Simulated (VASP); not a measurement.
# SiNi (rocksalt type) (Fm-3m) in VASP: further runs, part 2 of 2

VASP 6.6.1.

### 4 Relaxation of cell and atoms, PBE

This run uses another cell than the first one, of 12.21 Å³/atom.

INCAR

```
PREC = Accurate
ENCUT = 600
EDIFF = 1E-6
ISMEAR = -1
SIGMA = 0.08
LREAL = False
LASPH = True
NELM = 100
ALGO = Normal
ISIF = 3
LWAVE = False
LCHARG = False
GGA = PE
IBRION = 2
NSW = 60
EDIFFG = -0.005
```

KPOINTS

```
Automatic mesh
0
Gamma
  15 15 15
```

POSCAR

```
SiNi
1.0
    0.0000000000      2.3024851496      2.3024851496
    2.3024851496      0.0000000000      2.3024851496
    2.3024851496      2.3024851496      0.0000000000
Ni Si
1 1
Direct
    0.0000000000      0.0000000000      0.0000000000
    0.5000000000      0.5000000000      0.5000000000
```

Potentials or basis: VASP PAW PBE potentials, release 64 (Ni, Si).

The run is started by

```console
$ cat potpaw_PBE.64/Ni/POTCAR potpaw_PBE.64/Si/POTCAR > POTCAR
$ mpirun -np 1 vasp_std > vasp.out
```

OUTCAR:

```text
PREC = Accurate
   ENCUT = 600
   EDIFF = 1E-6
   ISMEAR = -1
   LREAL = False
   LASPH = True
   NELM = 100
   ISIF = 3
   GGA = PE
   IBRION = 2
   NSW = 60
   EDIFFG = -0.005

 ion  position               nearest neighbor table
   1  0.000  0.000  0.000-   2 2.30   2 2.30   2 2.30   2 2.30   2 2.30   2 2.30
   2  0.500  0.500  0.500-   1 2.30   1 2.30   1 2.30   1 2.30   1 2.30   1 2.30

  LATTYP: Found a face centered cubic cell.
 ALAT       =     4.6049702992

  Lattice vectors:

 A1 = (   0.0000000000,   2.3024851496,   2.3024851496)
 A2 = (   2.3024851496,   0.0000000000,   2.3024851496)
 A3 = (   2.3024851496,   2.3024851496,   0.0000000000)

Analysis of symmetry for initial positions (statically):
=====================================================================
 Subroutine PRICEL returns:
 Original cell was already a primitive cell.

 Routine SETGRP: Setting up the symmetry group for a
 face centered cubic supercell.

 Subroutine GETGRP returns: Found 48 space group operations
 (whereof 48 operations were pure point group operations)
 out of a pool of 48 trial point group operations.

The static configuration has the point symmetry O_h .

Analysis of symmetry for dynamics (positions and initial velocities):
=====================================================================
 Subroutine PRICEL returns:
 Original cell was already a primitive cell.

 Routine SETGRP: Setting up the symmetry group for a
 face centered cubic supercell.

 Subroutine GETGRP returns: Found 48 space group operations
 (whereof 48 operations were pure point group operations)
 out of a pool of 48 trial point group operations.

The dynamic configuration has the point symmetry O_h .

 Subroutine INISYM returns: Found 48 space group operations
 (whereof 48 operations are pure point group operations),
 and found     1 'primitive' translations

----------------------------------------------------------------------------------------

                                     Primitive cell

  volume of cell :      24.4130

  direct lattice vectors                    reciprocal lattice vectors
     0.000000000  2.302485150  2.302485150    -0.217156667  0.217156667  0.217156667
     2.302485150  0.000000000  2.302485150     0.217156667 -0.217156667  0.217156667
     2.302485150  2.302485150  0.000000000     0.217156667  0.217156667 -0.217156667

  length of vectors
     3.256205726  3.256205726  3.256205726     0.376126380  0.376126380  0.376126380

  position of ions in fractional coordinates (direct lattice)
     0.000000000  0.000000000  0.000000000
     0.500000000  0.500000000  0.500000000

  ion indices of the primitive-cell ions
   primitive index   ion index
                 1           1
                 2           2

----------------------------------------------------------------------------------------

 KPOINTS: Automatic mesh

Automatic generation of k-mesh.
 Grid dimensions read from file:
 generate k-points for:   15   15   15

 Generating k-lattice:

  Cartesian coordinates                     Fractional coordinates (reciprocal lattice)
    -0.014477111  0.014477111  0.014477111     0.066666667  0.000000000  0.000000000
     0.014477111 -0.014477111  0.014477111     0.000000000  0.066666667  0.000000000
     0.014477111  0.014477111 -0.014477111     0.000000000  0.000000000  0.066666667

  Length of vectors
     0.025075092  0.025075092  0.025075092

  Shift w.r.t. Gamma in fractional coordinates (k-lattice)
     0.000000000  0.000000000  0.000000000

 Subroutine IBZKPT returns following result:
 ===========================================

 Found    120 irreducible k-points:

 Following reciprocal coordinates:
            Coordinates               Weight
  0.000000  0.000000  0.000000      1.000000
  0.066667  0.000000  0.000000      8.000000
  0.133333  0.000000  0.000000      8.000000
  0.200000  0.000000  0.000000      8.000000
  0.266667  0.000000  0.000000      8.000000
  0.333333  0.000000  0.000000      8.000000
[... 16 lines left out ...]
  0.133333  0.133333  0.000000      6.000000
  0.200000  0.133333  0.000000     24.000000
 [... further k-points ...]
   k-points           NKPTS =    120   k-points in BZ     NKDIM =    120   number of bands    NBANDS=     11
   number of dos      NEDOS =    301   number of ions     NIONS =      2
   total plane-waves  NPLWV =  21952
   dimension x,y,z NGX =    28 NGY =   28 NGZ =   28
   dimension x,y,z NGXF=    56 NGYF=   56 NGZF=   56
   ions per type =               1   1
   NGX,Y,Z   is equivalent  to a cutoff of  14.30, 14.30, 14.30 a.u.
   NGXF,Y,Z  is equivalent  to a cutoff of  28.59, 28.59, 28.59 a.u.
 SYSTEM =  unknown system
   PREC   = accura    normal or accurate (medium, high low for compatibility)
   ISTART =      0    job   : 0-new  1-cont  2-samecut
   ICHARG =      2    charge: 1-file 2-atom 10-const
   ISPIN  =      1    spin polarized calculation?
   LNONCOLLINEAR =      F non collinear calculations
   LSORBIT =      F    spin-orbit coupling
   LASPH  =      T    aspherical Exc in radial PAW
   ENCUT  =  600.0 eV  44.10 Ry    6.64 a.u.   6.50  6.50  6.50*2*pi/ulx,y,z
   NELM   =    100;   NELMIN=  2; NELMDL= -5     # of ELM steps
   EDIFF  = 0.1E-05   stopping-criterion for ELM
   LREAL  =      F    real-space projection
   EDIFFG = -.5E-02   stopping-criterion for IOM
   NSW    =     60    number of steps for IOM
   IBRION =      2    ionic relax: 0-MD 1-quasi-New 2-CG
   NFREE  =      1    steps in history (QN), initial steepest desc. (CG)
   ISIF   =      3    stress and relaxation
   ISYM   =      2    0-nonsym 1-usesym 2-fastsym
   POTIM  = 0.5000    time-step for ionic-motion
   TEBEG  =    0.0;   TEEND  =   0.0 temperature during run
   PSTRESS=    0.0 pullay stress
   NELECT =      14.0000    total number of electrons
   NUPDOWN=      -1.0000    fix difference up-down
   EMIN   =  10.00;   EMAX   =-10.00  energy-range for DOS
   EFERMI =   0.00;   METHOD = LEGACY
   ISMEAR =    -1;   SIGMA  =   0.08  broadening in eV -4-tet -1-fermi 0-gaus
   EFERMI_NEDOS =   21; number of points for ismear=-14 and -15
   IALGO  =     38    algorithm
   IMIX   =      4    mixing-type and parameters
     AMIX     =   0.40;   BMIX     =  1.00
     AMIX_MAG =   1.60;   BMIX_MAG =  1.00
  volume/ion in A,a.u.               =      12.21        82.37
  Fermi-wavevector in a.u.,A,eV,Ry     =   1.360120  2.570255 25.169790  1.849927
  Thomas-Fermi vector in A             =   2.486810
   LORBIT       =      0    0 simple, 1 ext, 2 COOP (PROOUT), +10 PAW based schemes
   GGA     = PE    functional components
   LHFCALC =     F    Hartree Fock is set to
   AEXX    =    0.0000 exact exchange contribution
   IVDW    =     0    specifies the selected vdW correction
   LEPSILON=     F    determine dielectric tensor
   LRPA    =     F    only Hartree local field effects (RPA)
 conjugate gradient relaxation of ions
 non-spin polarized calculation
  energy-cutoff  :      600.00
  volume of cell :       24.41
 maximum number of plane-waves:       869
 NGX is ok and might be reduce to    28
   NGX = 13   NGY = 13   NGZ = 13

--------------------------------------- Ionic step        1  -------------------------------------------

 number of electron      13.9999995 magnetization

 Free energy of the ion-electron system (eV)
  ---------------------------------------------------
  ext. energy  EPLUGINS =         0.00000000
  ---------------------------------------------------
  free energy    TOTEN  =       -10.78399253 eV

  energy without entropy =      -10.76104823  energy(sigma->0) =      -10.77252038

 E-fermi :  10.2095     XC(G=0): -12.1640

 val. band max:       10.2042974565   @ k =  -0.3333   0.4667   0.1333
 cond. band min:      10.2107406438   @ k =  -0.4667   0.3333   0.0000
 fundamental gap:      0.0064431873
 Fermi energy:        10.2094989444

 k-point     1 :       0.0000    0.0000    0.0000
  band No.  band energies     occupation
      1      -2.4885      2.00000
      2       7.3928      2.00000
      3       7.3928      2.00000
      4       7.3928      2.00000
      5       7.4348      2.00000
      6       7.4348      2.00000
      7      14.6046      0.00000
      8      14.6046      0.00000
      9      14.6046      0.00000
     10      20.5977      0.00000
     11      20.5977      0.00000
[... 463 lines left out ...]
  energy  without entropy=      -10.8541675271  energy(sigma->0) =      -10.86662228

--------------------------------------- Ionic step        5  -------------------------------------------

 number of electron      14.0000003 magnetization

 Free energy of the ion-electron system (eV)
  ---------------------------------------------------
  ext. energy  EPLUGINS =         0.00000000
  ---------------------------------------------------
  free energy    TOTEN  =       -10.87907734 eV

  energy without entropy =      -10.85416670  energy(sigma->0) =      -10.86662202

 E-fermi :   8.9978     XC(G=0): -11.7454

 val. band max:        8.9950607704   @ k =  -0.3333   0.2667   0.0000
 cond. band min:       8.9987303124   @ k =  -0.2667   0.3333   0.1333
 fundamental gap:      0.0036695419
 Fermi energy:         8.9977553055

 k-point     1 :       0.0000    0.0000    0.0000
  band No.  band energies     occupation
      1      -2.9810      2.00000
      2       6.5523      2.00000
      3       6.5523      2.00000
      4       6.5523      2.00000
      5       6.5694      2.00000
      6       6.5694      2.00000
      7      13.0279      0.00000
      8      13.0279      0.00000
      9      13.0279      0.00000
     10      19.0883      0.00000
     11      19.0883      0.00000
[... 351 lines left out ...]
  FREE ENERGIE OF THE ION-ELECTRON SYSTEM (eV)
  ---------------------------------------------------
  free  energy   TOTEN  =       -10.8790773359 eV

  energy  without entropy=      -10.8541667012  energy(sigma->0) =      -10.86662202

 reached required accuracy - stopping structural energy minimisation
```

CONTCAR:

```text
SiNi
   1.00000000000000
    -0.0000000000000000    2.3695758503057598    2.3695758503057598
     2.3695758503057598    0.0000000000000000    2.3695758503057598
     2.3695758503057598    2.3695758503057598    0.0000000000000000
  Ni              Si
     1     1
Direct
     0.0000000000000000    0.0000000000000000    1.0000000000000000
     0.5000000000000000    0.5000000000000000    0.5000000000000000

  0.00000000E+00  0.00000000E+00  0.00000000E+00
  0.00000000E+00  0.00000000E+00  0.00000000E+00
```

It took 1.8 min on 1 thread of Intel Xeon Platinum 8375C at 2.90GHz (Ice Lake), shared host; peak memory 0.2 GiB.

What came out:

```
Free energy                           : -10.8791 eV
Relaxed volume                        : 13.30 Å³/atom
Relaxed cell                          : a = 3.351 Å, b = 3.351 Å, c = 3.351 Å, α = 60.00°, β = 60.00°, γ = 60.00°
Space group after relaxing (to 0.1 Å) : Fm-3m (No. 225)
Energy gained by relaxing             : 47.5 meV/atom
Ionic steps                           : 5
Pressure after relaxing               : 0.0 GPa
Band gap on the k mesh                : zero (bands 7 and 8 overlap by 4.82 eV)
```

Step by step:
```
step  energy change (eV)  largest force (eV/Å)  pressure (GPa)  volume (Å³)
   1              0.0000                0.0000           14.83        24.41
   2             -0.0386                0.0000           -8.54        28.63
   3             -0.0951                0.0000           -0.07        26.66
   4             -0.0951                0.0000            0.13        26.61
   5             -0.0951                0.0000           -0.03        26.61
```

Final structure:
```
Ni Si
1.0
     0.00000    2.36958    2.36958
     2.36958    0.00000    2.36958
     2.36958    2.36958    0.00000
Ni Si
1 1
Cartesian
  2.3696 2.3696 0.0000
  2.3696 2.3696 2.3696
```

Levels at points of the mesh, in eV from the Fermi level:
| k point | band 3 | band 4 | band 5 | band 6 | band 7 | band 8 | band 9 | band 10 | band 11 |
| --- | --- | --- | --- | --- | --- | --- | --- | --- | --- |
| (0.00, 0.00, 0.00) | -2.45 | -2.45 | -2.43 | -2.43 | 4.03 | 4.03 | 4.03 | 10.09 | 10.09 |

### 5 Summary

| cell | k mesh | gap on the mesh (eV) | pressure (GPa) |
| --- | --- | --- | --- |
| relaxed to 110 GPa from a = 2.976 Å, angles 60.0°, 2 atoms | 16 × 16 × 16 | none | 110.0 |
| relaxed to 110 GPa from a = 2.977 Å, angles 60.0°, 2 atoms | 16 × 16 × 16 | none | 109.9 |
| relaxed from a = 3.256 Å, angles 60.0°, 2 atoms | 15 × 15 × 15 | none | 0.0 |

Alike in all rows: task relaxation of cell and atoms; level PBE; potentials or basis VASP PAW PBE potentials, release 64 (Ni, Si); no spin polarisation; cutoff (eV) 600; smearing fermi-dirac 0.08 eV.

Caveats: the cell is relaxed towards a set pressure, so the run minimises the enthalpy, not the energy (at least some runs); the relaxation stopped at its first step, so nothing moved (at least some runs).

Absolute energies hang on the potentials; compare differences alone.

The gap in the log of VASP goes by the Fermi energy; the results here count the filled bands.